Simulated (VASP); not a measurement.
The system is FeO.

```
CELL_PARAMETERS angstrom
0.00000 2.12627 2.12627
2.12627 0.00000 2.12627
2.12627 2.12627 0.00000
ATOMIC_POSITIONS crystal
Fe 0.00000 0.00000 0.00000
O 0.50000 0.50000 0.50000
```

Program: VASP 6.6.1. Alike in all runs: task single point; potentials or basis VASP PAW PBE potentials, release 64 (Fe_sv, O); spin collinear, ferromagnetic start; cell as given; k mesh 11 × 11 × 11; cutoff (eV) 700; smearing fermi-dirac 0.05 eV.

Order these runs on this cell by their pressure, lowest first.
A. level BLYP+D4
B. level PBE+D4
C. level revPBE

B (3.5 GPa), A (7.9 GPa), C (11.1 GPa).

Caveats: the cell stands under pressure; a cell with one magnetic atom can't hold antiferromagnetic order, which such compounds often take; the PAW data sets were made with another functional, which shifts forces and pressure a little (at least some runs).
